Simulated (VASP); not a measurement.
Here is a VASP 6.6.1 calculation.

INCAR

```
SYSTEM = Mo
PREC     = Accurate       ! precision mode
ENCUT    = 600            ! plane-wave cutoff, eV
EDIFF    = 1E-7           ! SCF threshold, eV
ISMEAR   = -1             ! smearing method
SIGMA    = 0.03           ! smearing width, eV
LREAL    = .False.        ! projectors in reciprocal space
LASPH    = .True.         ! aspherical terms in the spheres
NELM     = 100            ! most SCF steps
ALGO     = Normal         ! electronic algorithm
ISIF     = 3              ! what is computed and relaxed
LWAVE    = .False.        ! write WAVECAR
LCHARG   = .False.        ! write CHGCAR
GGA      = PE             ! functional
IBRION   = 2              ! ionic algorithm
NSW      = 100            ! ionic steps
EDIFFG   = -0.005         ! ionic threshold
```

File KPOINTS:

```
Automatic mesh
0
Gamma
  16 16 16
  0 0 0
```

POSCAR

```
Mo
1.0
   -1.5712789487      1.5712789487      1.5712789487
    1.5712789487     -1.5712789487      1.5712789487
    1.5712789487      1.5712789487     -1.5712789487
Mo
1
Direct
    0.0000000000      0.0000000000      0.0000000000
```

Potentials or basis: VASP PAW PBE potentials, release 64 (Mo_sv).

Launch:

```console
$ cat potpaw_PBE.64/Mo_sv/POTCAR > POTCAR
$ mpirun -np 1 vasp_std > vasp.out
```

Problem. What does it give for the space group after relaxing (to 0.05 Å)?

Solution. Im-3m (No. 229).

Problem. Estimate the relaxed volume.

Solution. 15.80 Å³/atom.

Problem. Predict the band gap on the k mesh.

Solution. Zero (band 7 reaches 16.34 eV, above the bottom of band 8 at 11.08 eV).

Final structure:
```
CELL_PARAMETERS angstrom
-1.58082 1.58082 1.58082
1.58082 -1.58082 1.58082
1.58082 1.58082 -1.58082
ATOMIC_POSITIONS crystal
Mo 0.00000 0.00000 0.00000
```
